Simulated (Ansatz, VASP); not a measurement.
## Two plane-wave programs on Se

INCAR

```
SYSTEM = Se
ALGO     = Normal         ! electronic algorithm
EDIFF    = 1E-6           ! SCF threshold, eV
EDIFFG   = -0.01          ! ionic threshold
ENCUT    = 600            ! plane-wave cutoff, eV
GGA      = PS             ! functional
IBRION   = 2              ! ionic algorithm
ISIF     = 3              ! what is computed and relaxed
ISMEAR   = -1             ! smearing method
LASPH    = .TRUE.         ! aspherical terms in the spheres
LCHARG   = .FALSE.        ! write CHGCAR
LREAL    = .FALSE.        ! projectors in reciprocal space
LWAVE    = .FALSE.        ! write WAVECAR
NELM     = 80             ! most SCF steps
NSW      = 80             ! ionic steps
PREC     = Accurate       ! precision mode
SIGMA    = 0.05           ! smearing width, eV
```

The input KPOINTS:

```
k-points
0
G
  5 5 4
  0 0 0
```

The input POSCAR:

```
Se
1.0
    4.3661999489      0.0000000000      0.0000000000
   -2.1830999745      3.7812400738      0.0000000000
    0.0000000000      0.0000000000      4.9536000000
Se
3
Direct
    0.2254000000      0.0000000000      0.3333333333
    0.0000000000      0.2254000000      0.6666666667
    0.7746000000      0.7746000000      0.0000000000
```

Input for Ansatz:

```yaml
crystal:
  lattice:
    - [4.3661999489, 0.0, 0.0]
    - [-2.1830999745, 3.7812400738, 0.0]
    - [0.0, 0.0, 4.9536]
  atoms:
    - { symbol: Se, position: [0.2254, 0.0, 0.3333333333] }
    - { symbol: Se, position: [0.0, 0.2254, 0.6666666667] }
    - { symbol: Se, position: [0.7746, 0.7746, 0.0] }
hamiltonian:
  xc: pbesol
  pseudopotentials:
    kind: paw
    azcp:
      Se: "pseudopotentials/Se.paw.azcp"
basis:
  ecutwfc: 420
  fft_grid_basis: typed
kpoints:
  mp_grid: { grid: [5, 5, 4], shift: [0, 0, 0] }
magnetization:
  spin_polarized: false
scf:
  occupations: { method: fermi_dirac, width: 0.05 }
relax:
  max_steps: 60
  f_tol: 0.01
  cell: {}
```

Alike in both runs: task relaxation of cell and atoms; functional PBEsol; k mesh 5 × 5 × 4; occupations fermi-dirac, width 0.05 eV; no spin polarisation.

|  | VASP | Ansatz |
| --- | --- | --- |
| version | VASP 6.6.1 | Ansatz 0.2.0 |
| potentials or method | VASP PAW PBE potentials, release 64 (Se), cutoff 600 eV | plane waves (420 eV) with PAW, scalar-relativistic |
| valence electrons in the cell | 18 | 48 |

Ansatz gave:

* relaxed volume (Å³/atom): 24.18
* relaxed cell length with the largest relative difference (Å): 4.044

Question: Which values does VASP return?

Answer: Relaxed volume (Å³/atom): 24.13; relaxed cell length with the largest relative difference (Å): 4.036.

VASP's potentials were made for PBE, not for PBEsol, and Ansatz warns of the same on its side. VASP's potentials hold 18 valence electrons a cell and Ansatz's 48, so a difference there can come from the potentials and not from the codes.
